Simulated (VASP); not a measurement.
The system is TiBeH2.

```
Ti Be H
1.0
     2.78128    0.00000    0.00000
     0.00000    2.78128    0.00000
     0.00000    0.00000    3.92666
Ti Be H
1 1 2
Direct
  0.50000 0.50000 0.50000
  0.00000 0.00000 0.00000
  0.00000 0.00000 0.50000
  0.50000 0.50000 0.00000
```

* Program: VASP 6.6.1
* Task: relaxation of cell and atoms
* Functional: PBE
* Potentials or basis: VASP PAW PBE potentials, release 64 (Ti_sv, Be, H)
* Cutoff: 600 eV
* k mesh: 6 × 6 × 4
* Occupations: gaussian, width 0.1 eV
* Spin: no spin polarisation

At the start: pressure -4.7 GPa; volume 7.59 Å³/atom.

Task: How do energy, volume and symmetry change on relaxing?

Result: Over 6 steps the energy falls by 14.3 meV/atom and the volume is 7.30 Å³/atom (-3.8 %); space group P4/mmm (No. 123, to 0.05 Å).

The path:
```csv
step,energy change (eV),largest force (eV/Å),pressure (GPa),volume (Å³)
1,0.0000,0.0000,-4.65,30.37
2,-0.0431,0.0000,-0.92,29.41
3,-0.0508,0.0000,1.25,28.92
4,-0.0511,0.0000,1.85,28.80
5,-0.0566,0.0000,0.57,29.06
6,-0.0572,0.0000,-0.21,29.21
```

Final structure:
```
CELL_PARAMETERS angstrom
2.80054 0.00000 0.00000
0.00000 2.80054 0.00000
0.00000 0.00000 3.72486
ATOMIC_POSITIONS crystal
Ti 0.50000 0.50000 0.50000
Be 0.00000 0.00000 0.00000
H 0.00000 0.00000 0.50000
H 0.50000 0.50000 0.00000
```

Caveat: the k points lie up to 0.42 Å⁻¹ apart in the final cell.
